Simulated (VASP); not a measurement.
# ZnCu in VASP: further runs, part 2 of 2

VASP 6.6.1. The steps go on from the part before.

## 4. Electric field gradients, PBE (z stretched by +1.5 % at fixed volume)

INCAR

```
SYSTEM = ZnCu
  PREC = Accurate
  ENCUT = 520
  EDIFF = 1E-8
  ISMEAR = -1
  SIGMA = 0.08
  LREAL = .FALSE.
  LASPH = .TRUE.
  NELM = 100
  ALGO = Normal
  ISIF = 2
  LWAVE = .FALSE.
  LCHARG = .FALSE.
  GGA = PE
  LEFG = .TRUE.
  NBANDS = 18
```

KPOINTS

```
Automatic mesh
0
G
  14 14 14
  0 0 0
```

POSCAR

```
ZnCu
1.0
    2.9231579186      0.0000000000      0.0000000000
    0.0000000000      2.9231579186      0.0000000000
    0.0000000000      0.0000000000      2.9891750000
Zn Cu
1 1
Direct
    0.5000000000      0.5000000000      0.5000000000
    0.0000000000      0.0000000000      0.0000000000
```

Potentials or basis: VASP PAW PBE potentials, release 64 (Zn, Cu).

Launch:

```bash
$ cat potpaw_PBE.64/Zn/POTCAR potpaw_PBE.64/Cu/POTCAR > POTCAR
$ mpirun -np 1 vasp_std > vasp.out
```

OUTCAR:

```text
SYSTEM = ZnCu
   PREC = Accurate
   ENCUT = 520
   EDIFF = 1E-8
   ISMEAR = -1
   LREAL = .FALSE.
   LASPH = .TRUE.
   NELM = 100
   ISIF = 2
   GGA = PE

 ion  position               nearest neighbor table
   1  0.500  0.500  0.500-   2 2.55   2 2.55   2 2.55   2 2.55   2 2.55   2 2.55   2 2.55   2 2.55

   2  0.000  0.000  0.000-   1 2.55   1 2.55   1 2.55   1 2.55   1 2.55   1 2.55   1 2.55   1 2.55

  LATTYP: Found a simple tetragonal cell.
 ALAT       =     2.9231579186
 C/A-ratio  =     1.0225841652

  Lattice vectors:

 A1 = (   2.9231579186,   0.0000000000,   0.0000000000)
 A2 = (   0.0000000000,   2.9231579186,   0.0000000000)
 A3 = (   0.0000000000,   0.0000000000,   2.9891750000)

Analysis of symmetry for initial positions (statically):
=====================================================================
 Subroutine PRICEL returns:
 Original cell was already a primitive cell.

 Routine SETGRP: Setting up the symmetry group for a
 simple tetragonal supercell.

 Subroutine GETGRP returns: Found 16 space group operations
 (whereof 16 operations were pure point group operations)
 out of a pool of 16 trial point group operations.

The static configuration has the point symmetry D_4h.

Analysis of symmetry for dynamics (positions and initial velocities):
=====================================================================
 Subroutine PRICEL returns:
 Original cell was already a primitive cell.

 Routine SETGRP: Setting up the symmetry group for a
 simple tetragonal supercell.

 Subroutine GETGRP returns: Found 16 space group operations
 (whereof 16 operations were pure point group operations)
 out of a pool of 16 trial point group operations.

The dynamic configuration has the point symmetry D_4h.

 Subroutine INISYM returns: Found 16 space group operations
 (whereof 16 operations are pure point group operations),
 and found     1 'primitive' translations

----------------------------------------------------------------------------------------

                                     Primitive cell

  volume of cell :      25.5421

  direct lattice vectors                    reciprocal lattice vectors
     2.923157919  0.000000000  0.000000000     0.342095784  0.000000000  0.000000000
     0.000000000  2.923157919  0.000000000     0.000000000  0.342095784  0.000000000
     0.000000000  0.000000000  2.989175000     0.000000000  0.000000000  0.334540467

  length of vectors
     2.923157919  2.923157919  2.989175000     0.342095784  0.342095784  0.334540467

  position of ions in fractional coordinates (direct lattice)
     0.500000000  0.500000000  0.500000000
     0.000000000  0.000000000  0.000000000

  ion indices of the primitive-cell ions
   primitive index   ion index
                 1           1
                 2           2

----------------------------------------------------------------------------------------

 KPOINTS: Automatic mesh

Automatic generation of k-mesh.
[... 72 lines left out ...]
   ISIF   =      2    stress and relaxation
   ISYM   =      2    0-nonsym 1-usesym 2-fastsym
   POTIM  = 0.5000    time-step for ionic-motion
   TEBEG  =    0.0;   TEEND  =   0.0 temperature during run
   PSTRESS=    0.0 pullay stress
   NELECT =      23.0000    total number of electrons
   NUPDOWN=      -1.0000    fix difference up-down
   EMIN   =  10.00;   EMAX   =-10.00  energy-range for DOS
   EFERMI =   0.00;   METHOD = LEGACY
   ISMEAR =    -1;   SIGMA  =   0.08  broadening in eV -4-tet -1-fermi 0-gaus
   EFERMI_NEDOS =   21; number of points for ismear=-14 and -15
   IALGO  =     38    algorithm
   IMIX   =      4    mixing-type and parameters
     AMIX     =   0.40;   BMIX     =  1.00
     AMIX_MAG =   1.60;   BMIX_MAG =  1.00
  volume/ion in A,a.u.               =      12.77        86.18
  Fermi-wavevector in a.u.,A,eV,Ry     =   1.580880  2.987429 34.003415  2.499180
  Thomas-Fermi vector in A             =   2.681040
   LORBIT       =      0    0 simple, 1 ext, 2 COOP (PROOUT), +10 PAW based schemes
   GGA     = PE    functional components
   LHFCALC =     F    Hartree Fock is set to
   AEXX    =    0.0000 exact exchange contribution
   IVDW    =     0    specifies the selected vdW correction
   LEPSILON=     F    determine dielectric tensor
   LRPA    =     F    only Hartree local field effects (RPA)
 non-spin polarized calculation
  energy-cutoff  :      520.00
  volume of cell :       25.54
 maximum number of plane-waves:       713
 NGX is ok and might be reduce to    24
   NGX = 11   NGY = 11   NGZ = 11

 number of electron      22.9999995 magnetization

 Free energy of the ion-electron system (eV)
  ---------------------------------------------------
  ext. energy  EPLUGINS =         0.00000000
  ---------------------------------------------------
  free energy    TOTEN  =        -5.01447832 eV

  energy without entropy =       -5.00495826  energy(sigma->0) =       -5.00971829

 E-fermi :   5.5567     XC(G=0): -12.4017

 val. band max:        5.5449605968   @ k =   0.0714   0.0000   0.2857
 cond. band min:       5.5658773393   @ k =   0.2857   0.2857   0.4286
 fundamental gap:      0.0209167425
 Fermi energy:         5.5566824840

 k-point     1 :       0.0000    0.0000    0.0000
  band No.  band energies     occupation
      1      -4.7969      2.00000
      2      -2.3143      2.00000
      3      -2.3039      2.00000
      4      -1.6222      2.00000
      5      -1.6222      2.00000
      6      -1.5938      2.00000
[... 481 lines left out ...]
      5      -1.6803      2.00000
      6      -1.0991      2.00000
[... 10 lines left out ...]
     17      20.9837      0.00000
     18      21.9128      0.00000

 [... further k-points ...]

------------------------ aborting loop because EDIFF is reached ----------------------------------------

  FORCE on cell =-STRESS in cart. coord.  units (eV):
  Direction    XX          YY          ZZ          XY          YZ          ZX
  --------------------------------------------------------------------------------------
  -------------------------------------------------------------------------------------
  Total        0.4830412      0.4830412      0.3996970      0.0000000      0.0000000      0.0000000
  in kB       30.2997381     30.2997381     25.0718030      0.0000000      0.0000000      0.0000000
  external PRESSURE =      28.5570931 kB  Pullay stress =       0.0000000 kB

 VOLUME and BASIS-vectors are now :
 -----------------------------------------------------------------------------
  energy-cutoff  :      520.00
  volume of cell :       25.54
      direct lattice vectors                 reciprocal lattice vectors
     2.923157919  0.000000000  0.000000000     0.342095784  0.000000000  0.000000000
     0.000000000  2.923157919  0.000000000     0.000000000  0.342095784  0.000000000
     0.000000000  0.000000000  2.989175000     0.000000000  0.000000000  0.334540467

 POSITION                                       TOTAL-FORCE (eV/Angst)
 -----------------------------------------------------------------------------------
      1.46158      1.46158      1.49459         0.000000      0.000000      0.000000
      0.00000      0.00000      0.00000         0.000000      0.000000      0.000000
 -----------------------------------------------------------------------------------
    total drift:                                0.000000      0.000000     -0.000000

  FREE ENERGIE OF THE ION-ELECTRON SYSTEM (eV)
  ---------------------------------------------------
  free  energy   TOTEN  =        -5.0144783170 eV

  energy  without entropy=       -5.0049582624  energy(sigma->0) =       -5.00971829

 Electric field gradients (V/A^2)
---------------------------------------------------------------------
 ion       V_xx      V_yy      V_zz      V_xy      V_xz      V_yz
---------------------------------------------------------------------
   1      -0.698    -0.698     1.397    -0.000    -0.000     0.000
   2      -1.552    -1.552     3.105    -0.000     0.000     0.000
---------------------------------------------------------------------

 Electric field gradients after diagonalization (V/A^2)
 (convention: |V_zz| > |V_xx| > |V_yy|)
----------------------------------------------------------------------
 ion       V_xx      V_yy      V_zz     asymmetry (V_yy - V_xx)/ V_zz
----------------------------------------------------------------------
   1      -0.698    -0.698     1.397       0.000
   2      -1.552    -1.552     3.105       0.000
----------------------------------------------------------------------

           NMR quadrupolar parameters

 Cq : quadrupolar parameter    Cq=e*Q*V_zz/h
 eta: asymmetry parameters     (V_yy - V_xx)/ V_zz
 Q  : nuclear electric quadrupole moment in mb (millibarn)
----------------------------------------------------------------------
 ion       Cq(MHz)       eta       Q (mb)
----------------------------------------------------------------------
   1       0.003       0.000       1.000
   2       0.008       0.000       1.000
----------------------------------------------------------------------
```

OSZICAR:

```text
N       E                     dE             d eps       ncg     rms          rms(c)
DAV:   1     0.113727638945E+03    0.11373E+03   -0.11365E+04 11256   0.211E+03
DAV:   2    -0.145956868390E+01   -0.11519E+03   -0.11035E+03 10408   0.298E+02
DAV:   3    -0.605923314058E+01   -0.45997E+01   -0.45631E+01 11778   0.744E+01
DAV:   4    -0.609676256672E+01   -0.37529E-01   -0.37515E-01 11926   0.619E+00
DAV:   5    -0.609727675932E+01   -0.51419E-03   -0.51418E-03 11530   0.746E-01    0.952E+00
DAV:   6    -0.595481924875E+01    0.14246E+00   -0.14501E+01 11084   0.908E+01    0.604E+00
DAV:   7    -0.502483946307E+01    0.92998E+00   -0.31841E+00 11204   0.867E+01    0.225E+00
DAV:   8    -0.502305746165E+01    0.17820E-02   -0.12968E-01 14008   0.468E+00    0.122E+00
DAV:   9    -0.501450560962E+01    0.85519E-02   -0.10919E-02 11800   0.232E+00    0.640E-02
DAV:  10    -0.501449191043E+01    0.13699E-04   -0.80061E-04 15826   0.609E-01    0.506E-02
DAV:  11    -0.501447994877E+01    0.11962E-04   -0.11183E-04 12220   0.302E-01    0.878E-03
DAV:  12    -0.501447851689E+01    0.14319E-05   -0.83185E-06 13500   0.583E-02    0.743E-04
DAV:  13    -0.501447829898E+01    0.21791E-06   -0.23734E-07 10944   0.588E-03    0.106E-03
DAV:  14    -0.501447835098E+01   -0.51998E-07   -0.18173E-08  6780   0.325E-03    0.147E-04
DAV:  15    -0.501447831382E+01    0.37155E-07   -0.49151E-09  5674   0.881E-04    0.128E-04
DAV:  16    -0.501447831701E+01   -0.31896E-08   -0.38034E-10  5542   0.371E-04
   1 F= -.50144783E+01 E0= -.50097183E+01  d E =-.952005E-02
```

It took 36 s on 1 thread of Intel Xeon 6975P-C (Granite Rapids), shared host; peak memory 0.25 GiB.

Results:

```yaml
Free_energy: -5.0145 eV
Pressure: 2.9 GPa
```

Levels at points of the mesh, in eV from the Fermi level:
| k point | band 10 | band 11 | band 12 | band 13 | band 14 | band 15 |
| --- | --- | --- | --- | --- | --- | --- |
| (0.00, 0.00, 0.00) | -2.76 | -2.73 | 5.70 | 6.48 | 6.48 | 10.91 |
| (0.50, 0.00, 0.00) | -3.27 | -2.83 | -1.98 | 11.31 | 11.89 | 12.01 |
| (0.50, 0.50, 0.00) | -2.49 | -1.80 | -1.80 | 1.88 | 2.25 | 13.55 |
| (0.00, 0.00, 0.50) | -3.27 | -2.80 | -2.12 | 11.79 | 11.79 | 12.45 |
| (0.50, 0.00, 0.50) | -2.53 | -1.97 | -1.93 | 1.67 | 2.01 | 14.11 |
| (0.50, 0.50, 0.50) | -2.47 | 3.85 | 4.29 | 4.29 | 4.39 | 4.44 |

Electric field gradients, principal values (V/Å²):
| atom | least | middle | greatest (by size) |
| --- | --- | --- | --- |
| 1 Zn | -0.698 | -0.698 | 1.397 |
| 2 Cu | -1.552 | -1.552 | 3.105 |

Caveat: without QUAD_EFG the Cq values of the log hold for a quadrupole moment of 1 mb, not for the nuclei.
